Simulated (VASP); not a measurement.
A run of VASP 6.6.1 is set up as follows.

The input INCAR:

```
ALGO = Normal ; EDIFF = 1E-6
ENCUT = 500 ; GGA = PE
GGA_COMPAT = False ; ISIF = 2
ISMEAR = 0 ; LASPH = True
LCHARG = False ; LORBIT = 11
LORBMOM = True ; LREAL = False
LSORBIT = True ; LWAVE = False
MAGMOM = 0 0 0 0 0 0 ; NBANDS = 32
NELM = 200 ; PREC = Accurate
SIGMA = 0.05
```

KPOINTS

```
k-points
0
Gamma
  6 6 6
```

Contents of POSCAR:

```
TlCl
1.0
    3.7821806515      0.0000000000      0.0000000000
    0.0000000000      3.7821806515      0.0000000000
    0.0000000000      0.0000000000      3.7821806515
Tl Cl
1 1
Direct
    0.0000000000      0.0000000000      0.0000000000
    0.5000000000      0.5000000000      0.5000000000
```

Potentials or basis: VASP PAW PBE potentials, release 64 (Tl_d, Cl).

Run with:

```bash
$ cat potpaw_PBE.64/Tl_d/POTCAR potpaw_PBE.64/Cl/POTCAR > POTCAR
$ mpirun -np 1 vasp_ncl > vasp.out
```

**Question.** Estimate the net moment.

**Answer.** 0.00 μB per cell.

**Question.** Estimate the pressure.

**Answer.** 2.3 GPa.

Moments on the atoms (μB; x, y, z):
```
Tl  0.00 0.00 0.00
Cl  0.00 0.00 0.00
```
